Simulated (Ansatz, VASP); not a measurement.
# One calculation of In3Se, two programs

```
CELL_PARAMETERS angstrom
4.80376 0.00000 0.00000
0.00000 4.80376 0.00000
0.00000 0.00000 4.80376
ATOMIC_POSITIONS crystal
In 0.00000 0.50000 0.50000
In 0.50000 0.00000 0.50000
In 0.50000 0.50000 0.00000
Se 0.00000 0.00000 0.00000
```

Alike in both runs: task single point; functional PBE; k mesh 4 × 4 × 4; occupations gaussian, width 0.1 eV; no spin polarisation.

|  | VASP | Ansatz |
| --- | --- | --- |
| version | VASP 6.6.1 | Ansatz 0.2.0 |
| potentials or method | VASP PAW PBE potentials, release 64 (In_d, Se), cutoff 520 eV | scalar-relativistic, plane waves, PAW |
| valence electrons in the cell | 45 | 55 |

```csv
,VASP,Ansatz,Ansatz less VASP
gap on the k mesh at the Fermi level (eV),none,none,-
pressure (GPa),-0.1,-0.1,0.00
```

A gap of «none» marks a metal or a gap that the smearing closes. VASP's potentials hold 45 valence electrons a cell and Ansatz's 55, so a difference there can come from the potentials and not from the codes.
